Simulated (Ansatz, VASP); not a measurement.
AlNi: VASP beside Ansatz

```
Al Ni
1.0
     3.11148    0.00000    0.00000
     0.00000    3.11148    0.00000
     0.00000    0.00000    2.65052
Al Ni
1 1
Direct
  0.00000 0.00000 0.00000
  0.50000 0.50000 0.50000
```

Change from the starting cell: strain +0.080 along x and y, -0.080 along z, atoms carried along.

Alike in both runs: task single point; functional PBEsol; k mesh 16 × 16 × 16; occupations gaussian, width 0.15 eV; no spin polarisation.

|  | VASP | Ansatz |
| --- | --- | --- |
| version | VASP 6.6.1 | Ansatz 0.2.0 |
| potentials or method | VASP PAW PBE potentials, release 64 (Al, Ni), cutoff 520 eV | scalar-relativistic, plane waves, PAW |
| valence electrons in the cell | 13 | 21 |

```tsv
	VASP	Ansatz	Ansatz less VASP
gap on the k mesh at the Fermi level (eV)	none	none	-
pressure (GPa)	-10.9	-11.1	-0.17
traceless stress, the component that is largest in VASP (GPa)	10.85	10.66	-0.188
```

VASP's potentials were made for PBE, not for PBEsol. A gap of «none» marks a metal or a gap that the smearing closes. With one functional, cell and mesh, what is left measures potentials, basis and numerics. VASP's potentials hold 13 valence electrons a cell and Ansatz's 21, so a difference there can come from the potentials and not from the codes.
